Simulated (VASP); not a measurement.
A run of VASP 6.6.1 is set up as follows.

Contents of INCAR:

```
SYSTEM = TePb
  PREC = Accurate
  ENCUT = 520
  EDIFF = 1E-8
  ISMEAR = 0
  SIGMA = 0.01
  LREAL = .FALSE.
  LASPH = .TRUE.
  NELM = 60
  ALGO = Normal
  ISIF = 2
  LWAVE = .FALSE.
  LCHARG = .FALSE.
  GGA = PS
  NBANDS = 17
  IBRION = 8
  NSW = 1
```

The input KPOINTS:

```
Automatic mesh
0
G
  6 6 6
  0 0 0
```

The input POSCAR:

```
TePb
1.0
    0.0000000000      3.2213337950      3.2213337950
    3.2213337950      0.0000000000      3.2213337950
    3.2213337950      3.2213337950      0.0000000000
Te Pb
1 1
Direct
    0.5000000000      0.5000000000      0.5000000000
    0.0000000000      0.0000000000      0.0000000000
```

Potentials or basis: VASP PAW PBE potentials, release 64 (Te, Pb_d).

The run is started by

```console
$ cat potpaw_PBE.64/Te/POTCAR potpaw_PBE.64/Pb_d/POTCAR > POTCAR
$ mpirun -np 1 vasp_std > vasp.out
```

Q: Predict the highest phonon frequency at Γ, LO-TO splitting left out.

A: 34 cm⁻¹.

Phonon frequencies in cm⁻¹ (negative: imaginary):
| q point | frequencies |
| --- | --- |
| (0.000, 0.000, 0.000) | 0 0 0 34 34 34 |
